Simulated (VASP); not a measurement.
# InSe (R3m) in VASP: single point with r2SCAN

Aim: the single point of InSe with r2SCAN.

All numbers are computed with VASP 6.6.1; they aren't measurements. Logs are shortened: lines on timing, memory, paths and dates and some standing lists are left out, and cuts for length are marked.

### Step 1. The cell of the first run

The structure is trigonal, space group R3m (No. 160). Conventional cell: a = 4.000 Å, b = 4.000 Å, c = 25.320 Å, α = 90.00°, β = 90.00°, γ = 120.00°. In (site symmetry 3m) has 3 Se at 2.64 Å and 1 In at 2.82 Å within 3.5 Å. In (site symmetry 3m) has 3 Se at 2.63 Å and 1 In at 2.82 Å within 3.5 Å. Within 3.5 Å of Se (site symmetry 3m) lie 3 In at 2.64 Å. Within 3.5 Å of Se (site symmetry 3m) lie 3 In at 2.63 Å.

### Step 2. Single point, r2SCAN

POSCAR reads:

```
InSe
1.0
    2.0000000000      1.1547005384      8.4400000000
   -2.0000000000      1.1547005384      8.4400000000
    0.0000000000     -2.3094010768      8.4400000000
In Se
2 2
Direct
    0.0000000000      0.0000000000      0.0000000000
    0.1114000000      0.1114000000      0.1114000000
    0.6165000000      0.6165000000      0.6165000000
    0.8281000000      0.8281000000      0.8281000000
```

INCAR.step1 reads:

```
SYSTEM = InSe
PREC     = Accurate       ! precision mode
ENCUT    = 520            ! plane-wave cutoff, eV
ISMEAR   = 0              ! smearing method
SIGMA    = 0.1            ! smearing width, eV
LREAL    = .False.        ! projectors in reciprocal space
LASPH    = .True.         ! aspherical terms in the spheres
NELM     = 60             ! most SCF steps
NBANDS   = 27             ! bands
GGA      = PE             ! functional
ALGO     = Normal         ! electronic algorithm
EDIFF    = 1E-4           ! SCF threshold, eV
LWAVE    = .True.         ! write WAVECAR
LCHARG   = .False.        ! write CHGCAR
```

INCAR.step2 reads:

```
SYSTEM = InSe
PREC     = Accurate       ! precision mode
ENCUT    = 520            ! plane-wave cutoff, eV
EDIFF    = 1E-6           ! SCF threshold, eV
ISMEAR   = 0              ! smearing method
SIGMA    = 0.1            ! smearing width, eV
LREAL    = .False.        ! projectors in reciprocal space
LASPH    = .True.         ! aspherical terms in the spheres
NELM     = 60             ! most SCF steps
ALGO     = Normal         ! electronic algorithm
ISIF     = 2              ! what is computed and relaxed
LWAVE    = .False.        ! write WAVECAR
LCHARG   = .True.         ! write CHGCAR
METAGGA  = R2SCAN         ! meta-GGA
LMIXTAU  = .True.       
LELF     = .True.         ! ELF
LVHAR    = .True.       
NBANDS   = 27             ! bands
ISTART   = 1
```

KPOINTS reads:

```
regular mesh
0
Gamma
  6 6 6
  0 0 0
```

Potentials or basis: VASP PAW PBE potentials, release 64 (In_d, Se).

Command:

```
> cat potpaw_PBE.64/In_d/POTCAR potpaw_PBE.64/Se/POTCAR > POTCAR
> cp INCAR.step1 INCAR
> mpirun -np 1 vasp_std > vasp.out
> cp INCAR.step2 INCAR
> mpirun -np 1 vasp_std > vasp.out
```

OUTCAR:

```text
SYSTEM = InSe
   PREC = Accurate
   ENCUT = 520
   EDIFF = 1E-6
   ISMEAR = 0
   LREAL = .False.
   LASPH = .True.
   NELM = 60
   ISIF = 2
   METAGGA = R2SCAN
   ISTART = 1

 ion  position               nearest neighbor table
   1  0.000  0.000  0.000-   3 2.64   3 2.64   3 2.64   2 2.82
   2  0.111  0.111  0.111-   4 2.63   4 2.63   4 2.63   1 2.82
   3  0.617  0.617  0.617-   1 2.64   1 2.64   1 2.64
   4  0.828  0.828  0.828-   2 2.63   2 2.63   2 2.63

  LATTYP: Found a trigonal (rhomboedric) cell.
 ALAT       =     8.7502533297
 COS(alpha) =     0.8955162542

  Lattice vectors:

 A1 = (   2.0000000000,   1.1547005384,   8.4400000000)
 A2 = (  -2.0000000000,   1.1547005384,   8.4400000000)
 A3 = (   0.0000000000,  -2.3094010768,   8.4400000000)

Analysis of symmetry for initial positions (statically):
=====================================================================
 Subroutine PRICEL returns:
 Original cell was already a primitive cell.

 Routine SETGRP: Setting up the symmetry group for a
 trigonal (rhombohedral) supercell.

 Subroutine GETGRP returns: Found  6 space group operations
 (whereof  6 operations were pure point group operations)
 out of a pool of 12 trial point group operations.

The static configuration has the point symmetry C_3v.

Analysis of symmetry for dynamics (positions and initial velocities):
=====================================================================
 Subroutine PRICEL returns:
 Original cell was already a primitive cell.

 Routine SETGRP: Setting up the symmetry group for a
 trigonal (rhombohedral) supercell.

 Subroutine GETGRP returns: Found  6 space group operations
 (whereof  6 operations were pure point group operations)
 out of a pool of 12 trial point group operations.

The dynamic configuration has the point symmetry C_3v.

 Subroutine INISYM returns: Found  6 space group operations
 (whereof  6 operations are pure point group operations),
 and found     1 'primitive' translations

----------------------------------------------------------------------------------------

                                     Primitive cell

  volume of cell :     116.9481

  direct lattice vectors                    reciprocal lattice vectors
     2.000000000  1.154700538  8.440000000     0.250000000  0.144337567  0.039494471
    -2.000000000  1.154700538  8.440000000    -0.250000000  0.144337567  0.039494471
     0.000000000 -2.309401077  8.440000000     0.000000000 -0.288675135  0.039494471

  length of vectors
     8.750253330  8.750253330  8.750253330     0.291364285  0.291364285  0.291364285

  position of ions in fractional coordinates (direct lattice)
     0.000000000  0.000000000  0.000000000
     0.111400000  0.111400000  0.111400000
     0.616500000  0.616500000  0.616500000
     0.828100000  0.828100000  0.828100000

  ion indices of the primitive-cell ions
   primitive index   ion index
                 1           1
                 2           2
                 3           3
                 4           4

----------------------------------------------------------------------------------------

 KPOINTS: regular mesh

Automatic generation of k-mesh.
 Grid dimensions read from file:
 generate k-points for:    6    6    6

 Generating k-lattice:

  Cartesian coordinates                     Fractional coordinates (reciprocal lattice)
     0.041666667  0.024056261  0.006582412     0.166666667  0.000000000  0.000000000
    -0.041666667  0.024056261  0.006582412     0.000000000  0.166666667  0.000000000
     0.000000000 -0.048112522  0.006582412     0.000000000  0.000000000  0.166666667

  Length of vectors
     0.048560714  0.048560714  0.048560714

  Shift w.r.t. Gamma in fractional coordinates (k-lattice)
     0.000000000  0.000000000  0.000000000

 Subroutine IBZKPT returns following result:
 ===========================================

 Found     32 irreducible k-points:

 Following reciprocal coordinates:
            Coordinates               Weight
  0.000000  0.000000  0.000000      1.000000
  0.166667 -0.000000  0.000000      6.000000
  0.333333 -0.000000  0.000000      6.000000
  0.500000 -0.000000  0.000000      3.000000
  0.166667  0.166667  0.000000      6.000000
  0.333333  0.166667  0.000000     12.000000
[... 16 lines left out ...]
  0.500000  0.500000  0.166667      6.000000
 -0.333333  0.500000  0.166667     12.000000
 [... further k-points ...]
   k-points           NKPTS =     32   k-points in BZ     NKDIM =     32   number of bands    NBANDS=     27
   number of dos      NEDOS =    301   number of ions     NIONS =      4
   total plane-waves  NPLWV = 343000
   dimension x,y,z NGX =    70 NGY =   70 NGZ =   70
   dimension x,y,z NGXF=   140 NGYF=  140 NGZF=  140
   ions per type =               2   2
   NGX,Y,Z   is equivalent  to a cutoff of  13.30, 13.30, 13.30 a.u.
   NGXF,Y,Z  is equivalent  to a cutoff of  26.60, 26.60, 26.60 a.u.
 SYSTEM =  InSe
   PREC   = accura    normal or accurate (medium, high low for compatibility)
   ISTART =      1    job   : 0-new  1-cont  2-samecut
   ICHARG =      0    charge: 1-file 2-atom 10-const
   ISPIN  =      1    spin polarized calculation?
   LNONCOLLINEAR =      F non collinear calculations
   LSORBIT =      F    spin-orbit coupling
   LASPH  =      T    aspherical Exc in radial PAW
   ENCUT  =  520.0 eV  38.22 Ry    6.18 a.u.  16.27 16.27 16.27*2*pi/ulx,y,z
   NELM   =     60;   NELMIN=  2; NELMDL=  0     # of ELM steps
   EDIFF  = 0.1E-05   stopping-criterion for ELM
   LREAL  =      F    real-space projection
   EDIFFG = 0.1E-04   stopping-criterion for IOM
   NSW    =      0    number of steps for IOM
   IBRION =     -1    ionic relax: 0-MD 1-quasi-New 2-CG
   NFREE  =      0    steps in history (QN), initial steepest desc. (CG)
   ISIF   =      2    stress and relaxation
   ISYM   =      2    0-nonsym 1-usesym 2-fastsym
   POTIM  = 0.5000    time-step for ionic-motion
   TEBEG  =    0.0;   TEEND  =   0.0 temperature during run
   PSTRESS=    0.0 pullay stress
   NELECT =      38.0000    total number of electrons
   NUPDOWN=      -1.0000    fix difference up-down
   EMIN   =  10.00;   EMAX   =-10.00  energy-range for DOS
   EFERMI =   0.00;   METHOD = LEGACY
   ISMEAR =     0;   SIGMA  =   0.10  broadening in eV -4-tet -1-fermi 0-gaus
   EFERMI_NEDOS =   21; number of points for ismear=-14 and -15
   IALGO  =     38    algorithm
   IMIX   =      4    mixing-type and parameters
     AMIX     =   0.40;   BMIX     =  1.00
     AMIX_MAG =   1.60;   BMIX_MAG =  1.00
  volume/ion in A,a.u.               =      29.24       197.30
  Fermi-wavevector in a.u.,A,eV,Ry     =   1.125481  2.126852 17.234615  1.266709
  Thomas-Fermi vector in A             =   2.262159
   LORBIT       =      0    0 simple, 1 ext, 2 COOP (PROOUT), +10 PAW based schemes
   METAGGA = R2SCAN    functional components
   LHFCALC =     F    Hartree Fock is set to
   AEXX    =    0.0000 exact exchange contribution
   IVDW    =     0    specifies the selected vdW correction
   LEPSILON=     F    determine dielectric tensor
   LRPA    =     F    only Hartree local field effects (RPA)
 non-spin polarized calculation
 Gauss-broadening in eV      SIGMA  =   0.10
  energy-cutoff  :      520.00
  volume of cell :      116.95
 maximum number of plane-waves:      3181
 NGX is ok and might be reduce to    70
   NGX = 33   NGY = 33   NGZ = 33

 number of electron      37.9999998 magnetization

 Free energy of the ion-electron system (eV)
  ---------------------------------------------------
  ext. energy  EPLUGINS =         0.00000000
  ---------------------------------------------------
  free energy    TOTEN  =       -76.45220275 eV

  energy without entropy =      -76.45220275  energy(sigma->0) =      -76.45220275

 E-fermi :   4.2919     XC(G=0):  -9.4381

 val. band max:        3.8750143773   @ k =   0.5000   0.5000   0.5000
 cond. band min:       4.7332493636   @ k =   0.5000   0.5000   0.5000
 fundamental gap:      0.8582349863
 Fermi energy:         4.2918943425

 k-point     1 :       0.0000    0.0000    0.0000
  band No.  band energies     occupation
      1     -11.4022      2.00000
      2     -11.2328      2.00000
      3     -11.2328      2.00000
      4     -11.1537      2.00000
      5     -11.1537      2.00000
      6     -11.1167      2.00000
[... 19 lines left out ...]
     26       9.8190      0.00000
     27      11.9684      0.00000

 k-point     2 :       0.1667   -0.0000    0.0000
  band No.  band energies     occupation
      1     -11.4286      2.00000
      2     -11.3130      2.00000
      3     -11.2752      2.00000
      4     -11.2260      2.00000
      5     -11.1336      2.00000
      6     -11.1241      2.00000
[... 19 lines left out ...]
     26      10.4083      0.00000
     27      11.1773      0.00000

 k-point     3 :       0.3333   -0.0000    0.0000
  band No.  band energies     occupation
      1     -11.5457      2.00000
      2     -11.4345      2.00000
      3     -11.3319      2.00000
      4     -11.2202      2.00000
      5     -11.1388      2.00000
      6     -11.0940      2.00000
[... 19 lines left out ...]
     26      11.0092      0.00000
     27      11.6512      0.00000

 k-point     4 :       0.5000   -0.0000    0.0000
  band No.  band energies     occupation
      1     -11.6008      2.00000
      2     -11.4961      2.00000
      3     -11.3271      2.00000
      4     -11.2200      2.00000
      5     -11.1458      2.00000
      6     -11.0748      2.00000
[... 19 lines left out ...]
     26      10.7708      0.00000
     27      11.3675      0.00000
[... 516 lines left out ...]
      4     -11.2319      2.00000
      5     -11.1325      2.00000
      6     -11.0860      2.00000
[... 19 lines left out ...]
     26      11.4971      0.00000
     27      12.1192      0.00000

 k-point    23 :       0.5000    0.5000    0.1667
  band No.  band energies     occupation
      1     -11.5350      2.00000
      2     -11.4472      2.00000
      3     -11.3301      2.00000
      4     -11.2206      2.00000
      5     -11.1387      2.00000
      6     -11.0938      2.00000
[... 19 lines left out ...]
     26      11.3724      0.00000
     27      11.7148      0.00000

 k-point    24 :      -0.3333    0.5000    0.1667
  band No.  band energies     occupation
      1     -11.5806      2.00000
      2     -11.4973      2.00000
      3     -11.3266      2.00000
      4     -11.2321      2.00000
      5     -11.1325      2.00000
      6     -11.0859      2.00000
[... 19 lines left out ...]
     26      11.5604      0.00000
     27      11.9521      0.00000

 [... further k-points ...]

------------------------ aborting loop because EDIFF is reached ----------------------------------------

  FORCE on cell =-STRESS in cart. coord.  units (eV):
  Direction    XX          YY          ZZ          XY          YZ          ZX
  --------------------------------------------------------------------------------------
  -------------------------------------------------------------------------------------
  Total        1.0942837      1.0942837      0.2577472      0.0000000     -0.0000000      0.0000000
  in kB       14.9915821     14.9915821      3.5311122      0.0000000     -0.0000000      0.0000000
  external PRESSURE =      11.1714255 kB  Pullay stress =       0.0000000 kB

 VOLUME and BASIS-vectors are now :
 -----------------------------------------------------------------------------
  energy-cutoff  :      520.00
  volume of cell :      116.95
      direct lattice vectors                 reciprocal lattice vectors
     2.000000000  1.154700538  8.440000000     0.250000000  0.144337567  0.039494471
    -2.000000000  1.154700538  8.440000000    -0.250000000  0.144337567  0.039494471
     0.000000000 -2.309401077  8.440000000     0.000000000 -0.288675135  0.039494471

 POSITION                                       TOTAL-FORCE (eV/Angst)
 -----------------------------------------------------------------------------------
      0.00000      0.00000      0.00000         0.000000      0.000000      0.232775
      0.00000      0.00000      2.82065         0.000000     -0.000000     -0.249616
      0.00000      0.00000     15.60978         0.000000     -0.000000     -0.027147
      0.00000      0.00000     20.96749         0.000000     -0.000000      0.043989
 -----------------------------------------------------------------------------------
    total drift:                               -0.000000     -0.000000     -0.000227

  FREE ENERGIE OF THE ION-ELECTRON SYSTEM (eV)
  ---------------------------------------------------
  free  energy   TOTEN  =       -76.4522027490 eV

  energy  without entropy=      -76.4522027490  energy(sigma->0) =      -76.45220275
```

It took 44 min on 1 thread of Intel Xeon Platinum 8259CL at 2.50GHz (Skylake/Cascade Lake), shared host; peak memory 0.8 GiB.

What came out:

```
Free energy            : -76.4522 eV
Pressure               : 1.1 GPa
Largest force          : 0.250 eV/Å
Band gap on the k mesh : 0.86 eV
```

Forces in eV/Å, atoms in the order of the input:
```
In   0.000  0.000  0.233
In   0.000  0.000 -0.250
Se   0.000  0.000 -0.027
Se   0.000  0.000  0.044
```

Stress tensor (GPa, compression positive):
```
1.50 0.00 0.00
0.00 1.50 0.00
0.00 0.00 0.35
```

Caveat: the PAW data sets were made with another functional, which shifts forces and pressure a little; spin-orbit coupling is left out, which moves the levels of the heavy elements.
